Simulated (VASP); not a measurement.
Input of a VASP 6.6.1 run:

INCAR

```
SYSTEM = KNd2Sb3
PREC = Accurate ; ENCUT = 500
EDIFF = 1E-6 ; ISMEAR = 0
SIGMA = 0.02 ; LREAL = .FALSE.
LASPH = .TRUE. ; NELM = 200
ALGO = Normal ; ISIF = 2
LWAVE = .FALSE. ; LCHARG = .TRUE.
GGA = PE ; LELF = .TRUE.
LVHAR = .TRUE. ; NBANDS = 32
GGA_COMPAT = .FALSE. ; LMAXMIX = 6
```

KPOINTS

```
Automatic mesh
0
G
  6 6 4
  0 0 0
```

POSCAR

```
KNd2Sb3
1.0
    4.8593910525      0.0000000000      0.0000000000
   -2.4296955262      4.2083560984      0.0000000000
    0.0000000000      0.0000000000     11.0743461712
K Nd Sb
1 2 3
Direct
    0.6666666667      0.3333333333      0.0000000000
    0.3333333333      0.6666666667      0.3321520707
    0.3333333333      0.6666666667      0.6678479293
    0.0000000000      0.0000000000      0.5000000000
    0.0000000000      0.0000000000      0.7904478014
    0.0000000000      0.0000000000      0.2095521986
```

Potentials or basis: VASP PAW PBE potentials, release 64 (K_sv, Nd_3, Sb), 4f in core.

Launch:

```bash
$ cat potpaw_PBE.64/K_sv/POTCAR potpaw_PBE.64/Nd_3/POTCAR potpaw_PBE.64/Sb/POTCAR > POTCAR
$ mpirun -np 1 vasp_std > vasp.out
```

Question: What does it give for the pressure?

Answer: 0.2 GPa.

Question: Estimate the largest force.

Answer: 0.025 eV/Å.

Question: What does it give for the band gap on the k mesh?

Answer: 0.79 eV (least direct gap 1.10 eV).

Forces in eV/Å, atoms in the order of the input:
```
K    0.000  0.000  0.000
Nd   0.000  0.000  0.001
Nd   0.000  0.000 -0.001
Sb   0.000  0.000  0.000
Sb   0.000  0.000  0.025
Sb   0.000  0.000 -0.025
```

Caveat: spin-orbit coupling is left out, which moves the levels of the heavy elements; the 4f electrons are frozen in the core, so they carry no moment and show no levels. A k mesh can miss the band edges.
